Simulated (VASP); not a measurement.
# GaN (R3m) in VASP: notebook

The runs below take GaN through single point, with PBE.

Everything below comes from runs of VASP 6.6.1. Logs are shortened: lines on timing, memory, paths and dates and some standing lists are left out, and cuts for length are marked.

**1. The cell of the first run**

It takes space group R3m (No. 160, trigonal). Conventional cell: a = 3.276 Å, b = 3.276 Å, c = 7.695 Å, α = 90.00°, β = 90.00°, γ = 120.00°. Ga (site symmetry 3m) has 4 N at 1.95 to 1.99 Å within 2.6 Å. N (site symmetry 3m) has 4 Ga at 1.95 to 1.99 Å within 2.6 Å.

**2. Single point, PBE (epitaxial 111 strain +3.0%)**

INCAR reads:

```
  ALGO = Normal
  EDIFF = 1E-6
  ENCUT = 520
  GGA = PE
  ISIF = 2
  ISMEAR = 0
  LASPH = T
  LCHARG = F
  LREAL = F
  LWAVE = F
  NBANDS = 16
  NELM = 80
  PREC = Accurate
  SIGMA = 0.01
```

KPOINTS reads:

```
k-points
0
Gamma
  6 6 6
```

POSCAR reads:

```
GaN
1.0
   -0.0633654888      2.2530556285      2.2530556285
    2.2530556285     -0.0633654888      2.2530556285
    2.2530556285      2.2530556285     -0.0633654888
Ga N
1 1
Direct
   -0.0018114739     -0.0018114739     -0.0018114739
    0.2518114739      0.2518114739      0.2518114739
```

Potentials or basis: VASP PAW PBE potentials, release 64 (Ga_d, N).

Launch:

```bash
$ cat potpaw_PBE.64/Ga_d/POTCAR potpaw_PBE.64/N/POTCAR > POTCAR
$ mpirun -np 1 vasp_std > vasp.out
```

OUTCAR:

```text
EDIFF = 1E-6
   ENCUT = 520
   GGA = PE
   ISIF = 2
   ISMEAR = 0
   LASPH = T
   LREAL = F
   NELM = 80
   PREC = Accurate

 ion  position               nearest neighbor table
   1  0.998  0.998  0.998-   2 1.95   2 1.99   2 1.99   2 1.99
   2  0.252  0.252  0.252-   1 1.95   1 1.99   1 1.99   1 1.99

  LATTYP: Found a trigonal (rhomboedric) cell.
 ALAT       =     3.1869318341
 COS(alpha) =     0.4716892081

  Lattice vectors:

 A1 = (  -0.0633654888,   2.2530556285,   2.2530556285)
 A2 = (   2.2530556285,  -0.0633654888,   2.2530556285)
 A3 = (   2.2530556285,   2.2530556285,  -0.0633654888)

Analysis of symmetry for initial positions (statically):
=====================================================================
 Subroutine PRICEL returns:
 Original cell was already a primitive cell.

 Routine SETGRP: Setting up the symmetry group for a
 trigonal (rhombohedral) supercell.

 Subroutine GETGRP returns: Found  6 space group operations
 (whereof  6 operations were pure point group operations)
 out of a pool of 12 trial point group operations.

The static configuration has the point symmetry C_3v.

Analysis of symmetry for dynamics (positions and initial velocities):
=====================================================================
 Subroutine PRICEL returns:
 Original cell was already a primitive cell.

 Routine SETGRP: Setting up the symmetry group for a
 trigonal (rhombohedral) supercell.

 Subroutine GETGRP returns: Found  6 space group operations
 (whereof  6 operations were pure point group operations)
 out of a pool of 12 trial point group operations.

The dynamic configuration has the point symmetry C_3v.

 Subroutine INISYM returns: Found  6 space group operations
 (whereof  6 operations are pure point group operations),
 and found     1 'primitive' translations

----------------------------------------------------------------------------------------

                                     Primitive cell

  volume of cell :      23.8389

  direct lattice vectors                    reciprocal lattice vectors
    -0.063365489  2.253055628  2.253055628    -0.212771613  0.218928821  0.218928821
     2.253055628 -0.063365489  2.253055628     0.218928821 -0.212771613  0.218928821
     2.253055628  2.253055628 -0.063365489     0.218928821  0.218928821 -0.212771613

  length of vectors
     3.186931834  3.186931834  3.186931834     0.375674615  0.375674615  0.375674615

  position of ions in fractional coordinates (direct lattice)
     0.998188526  0.998188526  0.998188526
     0.251811474  0.251811474  0.251811474

  ion indices of the primitive-cell ions
   primitive index   ion index
                 1           1
                 2           2

----------------------------------------------------------------------------------------

 KPOINTS: k-points

Automatic generation of k-mesh.
 Grid dimensions read from file:
 generate k-points for:    6    6    6

 Generating k-lattice:

  Cartesian coordinates                     Fractional coordinates (reciprocal lattice)
    -0.035461935  0.036488137  0.036488137     0.166666667 -0.000000000 -0.000000000
     0.036488137 -0.035461935  0.036488137    -0.000000000  0.166666667 -0.000000000
     0.036488137  0.036488137 -0.035461935    -0.000000000 -0.000000000  0.166666667

  Length of vectors
     0.062612436  0.062612436  0.062612436

  Shift w.r.t. Gamma in fractional coordinates (k-lattice)
     0.000000000  0.000000000  0.000000000

 Subroutine IBZKPT returns following result:
 ===========================================

 Found     32 irreducible k-points:

 Following reciprocal coordinates:
            Coordinates               Weight
  0.000000  0.000000  0.000000      1.000000
  0.166667  0.000000  0.000000      6.000000
  0.333333  0.000000 -0.000000      6.000000
  0.500000 -0.000000 -0.000000      3.000000
  0.166667  0.166667  0.000000      6.000000
  0.333333  0.166667 -0.000000     12.000000
[... 16 lines left out ...]
  0.500000  0.500000  0.166667      6.000000
 -0.333333  0.500000  0.166667     12.000000
 [... further k-points ...]
   k-points           NKPTS =     32   k-points in BZ     NKDIM =     32   number of bands    NBANDS=     16
   number of dos      NEDOS =    301   number of ions     NIONS =      2
   total plane-waves  NPLWV =  13824
   dimension x,y,z NGX =    24 NGY =   24 NGZ =   24
   dimension x,y,z NGXF=    48 NGYF=   48 NGZF=   48
   ions per type =               1   1
   NGX,Y,Z   is equivalent  to a cutoff of  12.52, 12.52, 12.52 a.u.
   NGXF,Y,Z  is equivalent  to a cutoff of  25.04, 25.04, 25.04 a.u.
 SYSTEM =  unknown system
   PREC   = accura    normal or accurate (medium, high low for compatibility)
   ISTART =      0    job   : 0-new  1-cont  2-samecut
   ICHARG =      2    charge: 1-file 2-atom 10-const
   ISPIN  =      1    spin polarized calculation?
   LNONCOLLINEAR =      F non collinear calculations
   LSORBIT =      F    spin-orbit coupling
   LASPH  =      T    aspherical Exc in radial PAW
   ENCUT  =  520.0 eV  38.22 Ry    6.18 a.u.   5.93  5.93  5.93*2*pi/ulx,y,z
   NELM   =     80;   NELMIN=  2; NELMDL= -5     # of ELM steps
   EDIFF  = 0.1E-05   stopping-criterion for ELM
   LREAL  =      F    real-space projection
   EDIFFG = 0.1E-04   stopping-criterion for IOM
   NSW    =      0    number of steps for IOM
   IBRION =     -1    ionic relax: 0-MD 1-quasi-New 2-CG
   NFREE  =      0    steps in history (QN), initial steepest desc. (CG)
   ISIF   =      2    stress and relaxation
   ISYM   =      2    0-nonsym 1-usesym 2-fastsym
   POTIM  = 0.5000    time-step for ionic-motion
   TEBEG  =    0.0;   TEEND  =   0.0 temperature during run
   PSTRESS=    0.0 pullay stress
   NELECT =      18.0000    total number of electrons
   NUPDOWN=      -1.0000    fix difference up-down
   EMIN   =  10.00;   EMAX   =-10.00  energy-range for DOS
   EFERMI =   0.00;   METHOD = LEGACY
   ISMEAR =     0;   SIGMA  =   0.01  broadening in eV -4-tet -1-fermi 0-gaus
   EFERMI_NEDOS =   21; number of points for ismear=-14 and -15
   IALGO  =     38    algorithm
   IMIX   =      4    mixing-type and parameters
     AMIX     =   0.40;   BMIX     =  1.00
     AMIX_MAG =   1.60;   BMIX_MAG =  1.00
  volume/ion in A,a.u.               =      11.92        80.44
  Fermi-wavevector in a.u.,A,eV,Ry     =   1.490745  2.817100 30.236528  2.222322
  Thomas-Fermi vector in A             =   2.603488
   LORBIT       =      0    0 simple, 1 ext, 2 COOP (PROOUT), +10 PAW based schemes
   GGA     = PE    functional components
   LHFCALC =     F    Hartree Fock is set to
   AEXX    =    0.0000 exact exchange contribution
   IVDW    =     0    specifies the selected vdW correction
   LEPSILON=     F    determine dielectric tensor
   LRPA    =     F    only Hartree local field effects (RPA)
 non-spin polarized calculation
 Gauss-broadening in eV      SIGMA  =   0.01
  energy-cutoff  :      520.00
  volume of cell :       23.84
 maximum number of plane-waves:       653
   NGX = 11   NGY = 11   NGZ = 11

 number of electron      17.9999993 magnetization

 Free energy of the ion-electron system (eV)
  ---------------------------------------------------
  ext. energy  EPLUGINS =         0.00000000
  ---------------------------------------------------
  free energy    TOTEN  =       -12.12251252 eV

  energy without entropy =      -12.12251252  energy(sigma->0) =      -12.12251252

 E-fermi :   5.1123     XC(G=0): -11.4511

 val. band max:        5.0048576267   @ k =   0.0000   0.0000   0.0000
 cond. band min:       6.2733173892   @ k =   0.0000   0.0000   0.0000
 fundamental gap:      1.2684597625
 Fermi energy:         5.1122505155

 k-point     1 :       0.0000    0.0000    0.0000
  band No.  band energies     occupation
      1     -10.7416      2.00000
      2      -8.5751      2.00000
      3      -8.5751      2.00000
      4      -8.5643      2.00000
      5      -8.2915      2.00000
      6      -8.2915      2.00000
[... 8 lines left out ...]
     15      23.2451      0.00000
     16      23.2451      0.00000

 k-point     2 :       0.1667    0.0000    0.0000
  band No.  band energies     occupation
      1     -10.4910      2.00000
      2      -8.5478      2.00000
      3      -8.5367      2.00000
      4      -8.4390      2.00000
      5      -8.2932      2.00000
      6      -8.2899      2.00000
[... 8 lines left out ...]
     15      21.4148      0.00000
     16      21.9004      0.00000

 k-point     3 :       0.3333    0.0000   -0.0000
  band No.  band energies     occupation
      1     -10.0958      2.00000
      2      -8.5112      2.00000
      3      -8.4974      2.00000
      4      -8.2772      2.00000
      5      -8.2693      2.00000
      6      -7.7876      2.00000
[... 8 lines left out ...]
     15      21.6877      0.00000
     16      22.7385      0.00000

 k-point     4 :       0.5000   -0.0000   -0.0000
  band No.  band energies     occupation
      1      -9.9757      2.00000
      2      -8.5037      2.00000
      3      -8.4890      2.00000
      4      -8.2575      2.00000
      5      -8.2457      2.00000
      6      -7.0875      2.00000
[... 8 lines left out ...]
     15      23.3804      0.00000
     16      24.6052      0.00000
[... 324 lines left out ...]
 k-point    22 :      -0.1667    0.3333    0.1667
  band No.  band energies     occupation
      1      -9.9170      2.00000
      2      -8.4553      2.00000
      3      -8.4316      2.00000
      4      -8.3402      2.00000
      5      -8.2601      2.00000
      6      -7.1765      2.00000
[... 8 lines left out ...]
     15      24.3005      0.00000
     16      26.4543      0.00000

 k-point    23 :       0.5000    0.5000    0.1667
  band No.  band energies     occupation
      1      -9.8549      2.00000
      2      -8.4640      2.00000
      3      -8.3568      2.00000
      4      -8.3429      2.00000
      5      -8.2320      2.00000
      6      -6.6999      2.00000
[... 8 lines left out ...]
     15      26.6260      0.00000
     16      26.6726      0.00000

 k-point    24 :      -0.3333    0.5000    0.1667
  band No.  band energies     occupation
      1      -9.8334      2.00000
      2      -8.4528      2.00000
      3      -8.3933      2.00000
      4      -8.2979      2.00000
      5      -8.2549      2.00000
      6      -6.4177      2.00000
[... 8 lines left out ...]
     15      25.0731      0.00000
     16      27.0426      0.00000

 [... further k-points ...]
[... 5 lines left out ...]
  --------------------------------------------------------------------------------------
  -------------------------------------------------------------------------------------
  Total       -0.3062352     -0.3062352     -0.3062352      0.5867567      0.5867567      0.5867567
  in kB      -20.5816009    -20.5816009    -20.5816009     39.4350293     39.4350293     39.4350293
  external PRESSURE =     -20.5816009 kB  Pullay stress =       0.0000000 kB

 VOLUME and BASIS-vectors are now :
 -----------------------------------------------------------------------------
  energy-cutoff  :      520.00
  volume of cell :       23.84
      direct lattice vectors                 reciprocal lattice vectors
    -0.063365489  2.253055628  2.253055628    -0.212771613  0.218928821  0.218928821
     2.253055628 -0.063365489  2.253055628     0.218928821 -0.212771613  0.218928821
     2.253055628  2.253055628 -0.063365489     0.218928821  0.218928821 -0.212771613

 POSITION                                       TOTAL-FORCE (eV/Angst)
 -----------------------------------------------------------------------------------
      4.43470      4.43470      4.43470        -0.016159     -0.016159     -0.016159
      1.11873      1.11873      1.11873         0.016159      0.016159      0.016159
 -----------------------------------------------------------------------------------
    total drift:                               -0.000075     -0.000075     -0.000076

  FREE ENERGIE OF THE ION-ELECTRON SYSTEM (eV)
  ---------------------------------------------------
  free  energy   TOTEN  =       -12.1225125153 eV

  energy  without entropy=      -12.1225125153  energy(sigma->0) =      -12.12251252
```

Wall time 26 s (1 thread of AMD EPYC 7R13, shared host); peak memory 0.11 GiB.

What came out:

| Property | Result |
| --- | --- |
| Free energy | -12.1225 eV |
| Pressure | -2.1 GPa |
| Largest force | 0.028 eV/Å |
| Band gap on the k mesh | 1.27 eV, direct |

Forces on the atoms (eV/Å):
```
Ga  -0.016 -0.016 -0.016
N    0.016  0.016  0.016
```

Stress tensor (GPa, compression positive):
```
-2.06  3.94  3.94
 3.94 -2.06  3.94
 3.94  3.94 -2.06
```

Levels at points of the mesh, in eV from the valence-band top:
```
           k point  band 7  band 8  band 9  band 10  band 11  band 12
(0.00, 0.00, 0.00)   -0.22   -0.22    0.00     1.27     9.60     9.60
(0.50, 0.00, 0.00)   -6.98   -1.08   -0.93     4.31     8.26    10.02
(0.50, 0.50, 0.00)   -6.11   -2.89   -2.52     3.14     6.31    11.21
(0.50, 0.50, 0.50)   -6.78   -1.24   -1.24     3.84     8.52     9.58
```

Caveat: the cell differs from its parent crystal (epitaxial 111 strain +3.0%).

[end of part 1 of 2]
